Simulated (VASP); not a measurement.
Crystal: FePt.

```
Fe Pt
1.0
     3.05928    0.00000    0.00000
     0.00000    3.05928    0.00000
     0.00000    0.00000    3.05928
Fe Pt
1 1
Direct
  0.00000 0.00000 0.00000
  0.50000 0.50000 0.50000
```

Base run:

```yaml
Program: VASP 6.6.1
Functional: PBE
Potentials_or_basis: VASP PAW PBE potentials, release 64 (Fe, Pt)
Cutoff: 520 eV
k_mesh: 14 × 14 × 14
Occupations: gaussian, width 0.1 eV
Spin: no spin polarisation
```

Its results: pressure -15.1 GPa.

Problem. The run is repeated on the same cell with these changes: spin from no spin polarisation to collinear spin, ferromagnetic start; further incar settings from ALGO = Fast; EDIFF = 1e-06; NBANDS = 16 to ALGO = Fast; EDIFF = 1e-06; NBANDS = 20. What comes out?

Solution. Pressure -0.6 GPa; net moment 3.45 μB per cell; site moments Fe +3.04; Pt +0.35 μB.
